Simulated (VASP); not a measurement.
Set up this calculation in VASP 6.6.1, as the native input.

```
Task                   : electric field gradients
Functional             : LDA
Potentials or basis    : VASP PAW LDA potentials, release 64 (Sb)
Cutoff                 : 520 eV
k mesh                 : 12 × 12 × 7
Occupations            : fermi-dirac, width 0.03 eV
Spin                   : no spin polarisation
Dipole correction      : no
Further INCAR settings : ALGO = Normal; EDIFF = 1e-08; NBANDS = 12
```

The structure of Sb lies in POSCAR:

```
Sb
1.0
    3.4350757818      0.0000000000      0.0000000000
   -1.7175378909      2.9748628909      0.0000000000
    0.0000000000      0.0000000000      5.4345363435
Sb
2
Direct
    0.3333333333      0.6666666667      0.2500000000
    0.6666666667      0.3333333333      0.7500000000
```

This cell differs from its parent crystal: volume scaled by 1.06.

One way to write it, as run:

INCAR

```
SYSTEM = Sb
PREC = Accurate ; ENCUT = 520
EDIFF = 1E-8 ; ISMEAR = -1
SIGMA = 0.03 ; LREAL = .False.
LASPH = .True. ; NELM = 100
ALGO = Normal ; ISIF = 2
LWAVE = .False. ; LCHARG = .False.
GGA = CA ; LEFG = .True.
NBANDS = 12
```

KPOINTS

```
Automatic mesh
0
Gamma
  12 12 7
  0 0 0
```

Potentials or basis: VASP PAW LDA potentials, release 64 (Sb).

The run is started by

```bash
$ cat potpaw_LDA.64/Sb/POTCAR > POTCAR
$ mpirun -np 1 vasp_std > vasp.out
```

It gave:

```
Pressure               : -4.7 GPa
Band gap on the k mesh : zero (band 5 reaches 11.66 eV, above the bottom of band 6 at 5.31 eV)
```

Caveat: without QUAD_EFG the Cq values of the log hold for a quadrupole moment of 1 mb, not for the nuclei; spin-orbit coupling is left out, which moves the levels of the heavy elements.

Run time: 23 s on 1 thread of Intel(R) Xeon(R) Platinum 8488C (Sapphire Rapids) (shared host), peak memory 0.18 GiB.
